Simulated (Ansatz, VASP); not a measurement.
**ZrS in VASP and in Ansatz**

```xyz
2
Lattice="0.0000 2.5463 2.5856 2.5463 0.0000 2.5856 2.5463 2.5463 0.0000" Properties=species:S:1:pos:R:3 pbc="T T T"
Zr    0.0000    0.0000    0.0000
S     2.5463    2.5463    2.5856
```

Change from the starting cell: strain -0.030 along x and y, -0.015 along z, atoms carried along.

Alike in both runs: task single point; functional PBEsol; k mesh 16 × 16 × 16; occupations gaussian, width 0.15 eV; no spin polarisation.

|  | VASP | Ansatz |
| --- | --- | --- |
| version | VASP 6.6.1 | Ansatz 0.2.0 |
| potentials or method | VASP PAW PBE potentials, release 64 (Zr_sv, S), cutoff 520 eV | scalar-relativistic, plane waves, PAW |
| valence electrons in the cell | 18 | 18 |

Ansatz gave:

* gap on the k mesh at the Fermi level (eV): none
* pressure (GPa): 4.4
* traceless stress, the component that is largest in VASP (GPa): -3.41

Problem. Estimate VASP's values.

Solution. gap on the k mesh at the Fermi level (eV): none; pressure (GPa): 4.7; traceless stress, the component that is largest in VASP (GPa): -3.43.

VASP's potentials were made for PBE, not for PBEsol. A gap of «none» marks a metal or a gap that the smearing closes.
